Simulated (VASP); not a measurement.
## BaS: single point with PBE

The system is BaS.

```xyz
2
Lattice="0.0000 3.2119 3.2119 3.2119 0.0000 3.2119 3.2119 3.2119 0.0000" Properties=species:S:1:pos:R:3 pbc="T T T"
Ba    0.0000    0.0000    0.0000
S     3.2119    3.2119    3.2119
```

```yaml
Program: VASP 6.6.1
Task: single point
Functional: PBE
Potentials_or_basis: VASP PAW PBE potentials, release 64 (Ba_sv, S)
Cutoff: 520 eV
k_mesh: 4 × 4 × 4
Occupations: gaussian, width 0.01 eV
Spin: no spin polarisation
Dipole_correction: no
Further_INCAR_settings: ALGO = Normal; EDIFF = 1e-06; NBANDS = 15
```

| Item | Value |
| --- | --- |
| Pressure | 0.7 GPa |
| Band gap on the k mesh | 2.13 eV (least direct gap 2.28 eV) |

Levels at points of the mesh, in eV from the valence-band top:
```csv
k point,band 5,band 6,band 7,band 8,band 9,band 10,band 11,band 12
"(0.00, 0.00, 0.00)",-10.33,0.00,0.00,0.00,3.51,3.86,3.86,3.86
"(0.50, 0.00, 0.00)",-9.17,-1.90,-1.06,-1.06,5.48,5.64,6.24,6.24
"(0.50, 0.50, 0.00)",-10.24,-0.54,-0.15,-0.15,2.13,5.88,5.92,7.40
```

Wall time 22 s on 1 thread of Intel Xeon 8259CL, on a shared host, peak memory 0.2 GiB.

Caveat: the k points lie up to 0.42 Å⁻¹ apart; spin-orbit coupling is left out, which moves the levels of the heavy elements. A k mesh can miss the band edges.
